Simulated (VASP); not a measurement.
KNa:

```
K Na
1.0
     0.00000    3.07671    3.07671
     3.07671    0.00000    3.07671
     3.07671    3.07671    0.00000
K Na
1 1
Direct
  0.00000 0.00000 0.00000
  0.50000 0.50000 0.50000
```

* Program: VASP 6.6.1
* Task: relaxation of cell and atoms
* Functional: PBE
* Potentials or basis: VASP PAW PBE potentials, release 64 (K_sv, Na_pv)
* Cutoff: 600 eV
* k mesh: 6 × 6 × 6
* Occupations: gaussian, width 0.1 eV
* Spin: no spin polarisation

At the start: pressure 10.7 GPa; volume 29.12 Å³/atom.

Problem. How do energy, volume and symmetry change on relaxing?

Solution. Over 6 steps the energy falls by 581.8 meV/atom and the volume is 59.59 Å³/atom (+104.6 %); space group Fm-3m (No. 225, to 0.1 Å) before and after.

Step by step:
| step | energy change (eV) | largest force (eV/Å) | pressure (GPa) | volume (Å³) |
| --- | --- | --- | --- | --- |
| 1 | 0.0000 | 0.0000 | 10.67 | 58.25 |
| 2 | -0.7726 | 0.0000 | 4.16 | 76.18 |
| 3 | -1.1012 | 0.0000 | 1.11 | 98.33 |
| 4 | -1.0794 | 0.0000 | -0.63 | 154.73 |
| 5 | -1.1595 | 0.0000 | -0.19 | 126.02 |
| 6 | -1.1636 | 0.0000 | 0.00 | 119.19 |

Final structure:
```yaml
crystal:
  lattice:
    - [0.00000, 3.90603, 3.90603]
    - [3.90603, 0.00000, 3.90603]
    - [3.90603, 3.90603, 0.00000]
  atoms:
    - { symbol: K, position: [0.00000, 0.00000, 0.00000] }
    - { symbol: Na, position: [0.50000, 0.50000, 0.50000] }
```

Caveat: the volume moved by over 15 % at a fixed basis, so the end points are rough.
